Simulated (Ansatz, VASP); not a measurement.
## One calculation of Cu, two programs

Contents of INCAR:

```
PREC = Accurate
ENCUT = 520
EDIFF = 1E-6
ISMEAR = 0
SIGMA = 0.15
LREAL = F
LASPH = T
NELM = 60
ALGO = Fast
ISIF = 2
LWAVE = F
LCHARG = F
GGA = PS
NBANDS = 18
```

File KPOINTS:

```
Automatic mesh
0
Gamma
  24 24 14
```

The input POSCAR:

```
Cu
1.0
    2.6751627156      0.0000000000      0.0000000000
   -1.3375813578      2.3167588710      0.0000000000
    0.0000000000      0.0000000000      3.6902803375
Cu
2
Direct
    0.3333333333      0.6666666667      0.2500000000
    0.6666666667      0.3333333333      0.7500000000
```

Input for Ansatz:

```yaml
crystal:
  lattice:
    - [2.6751627156, 0.0, 0.0]
    - [-1.3375813578, 2.316758871, 0.0]
    - [0.0, 0.0, 3.6902803375]
  atoms:
    - { symbol: Cu, position: [0.3333333333, 0.6666666667, 0.25] }
    - { symbol: Cu, position: [0.6666666667, 0.3333333333, 0.75] }
basis:
  ecutwfc: 420
kpoints:
  mp_grid: { grid: [24, 24, 14] }
hamiltonian:
  xc: pbesol
scf:
  occupations: { method: gaussian, width: 0.15 }
output:
  forces: true
  stress: true
  eigenvalues: true
```

Alike in both runs: task single point; functional PBEsol; k mesh 24 × 24 × 14; occupations gaussian, width 0.15 eV; no spin polarisation.

```csv
,VASP,Ansatz
version,VASP 6.6.1,Ansatz 0.2.0
potentials or method,"VASP PAW PBE potentials, release 64 (Cu), cutoff 520 eV","scalar-relativistic, plane waves, PAW"
valence electrons in the cell,22,38
```

|  | VASP | Ansatz | Ansatz less VASP |
| --- | --- | --- | --- |
| gap on the k mesh at the Fermi level (eV) | none | none | - |
| pressure (GPa) | 3.6 | 3.1 | -0.45 |
| traceless stress, the component that is largest in VASP (GPa) | 16.45 | 16.54 | +0.093 |

VASP's potentials were made for PBE, not for PBEsol. A gap of «none» marks a metal or a gap that the smearing closes. VASP's potentials hold 22 valence electrons a cell and Ansatz's 38, so a difference there can come from the potentials and not from the codes.
